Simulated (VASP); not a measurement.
Write the native input for VASP 6.6.1 that does the following.

```
Task                   : single point
Functional             : BLYP
Dispersion             : D3(BJ)
Potentials or basis    : VASP PAW PBE potentials, release 64 (Ag)
Cutoff                 : 500 eV
k mesh                 : 11 × 11 × 11
Occupations            : gaussian, width 0.05 eV
Spin                   : collinear spin, zero start
Starting moments       : [0.0] μB
Fixed moment           : 0 μB
Dipole correction      : no
Further INCAR settings : ALGO = Normal; EDIFF = 1e-06; NBANDS = 16
```

The structure of Ag lies in POSCAR:

```
Ag
1.0
    0.0000000000      2.0151418859      2.0151418859
    2.0151418859      0.0000000000      2.0151418859
    2.0151418859      2.0151418859      0.0000000000
Ag
1
Direct
    0.0000000000      0.0000000000      0.0000000000
```

This cell differs from its parent crystal: volume scaled by 0.96.

These files were run (other wordings do the same):

INCAR

```
AGGAC = 1.0 ; AGGAX = 1.0
ALDAC = 0.0 ; ALDAX = 1.0
ALGO = Normal ; EDIFF = 1E-6
ENCUT = 500 ; GGA = B5
GGA_COMPAT = F ; ISIF = 2
ISMEAR = 0 ; ISPIN = 2
IVDW = 12 ; LASPH = T
LCHARG = T ; LELF = T
LMAXMIX = 4 ; LORBIT = 11
LREAL = F ; LVHAR = T
LWAVE = F ; MAGMOM = 0
NBANDS = 16 ; NELM = 200
NUPDOWN = 0.0 ; PREC = Accurate
SIGMA = 0.05 ; VDW_A1 = 0.4298
VDW_A2 = 4.2359 ; VDW_S6 = 1.0
VDW_S8 = 2.6996
```

KPOINTS

```
k-points
0
Gamma
  11 11 11
```

Potentials or basis: VASP PAW PBE potentials, release 64 (Ag).

Run with:

```bash
$ cat potpaw_PBE.64/Ag/POTCAR > POTCAR
$ mpirun -np 1 vasp_std > vasp.out
```

It gave:

```json
{
  "Pressure": "3.8 GPa",
  "Net moment": "0.00 μB per cell",
  "Valence electrons inside the program's atomic spheres": "Ag 9.95",
  "Dispersion energy per atom": "-1.402 eV"
}
```

Caveat: the PAW data sets were made with another functional, which shifts forces and pressure a little; the total moment is fixed, so each spin has its own Fermi level.

Run time: 16 s on 1 thread of Intel(R) Xeon(R) Platinum 8375C CPU @ 2.90GHz (Ice Lake) (shared host), peak memory 0.17 GiB.
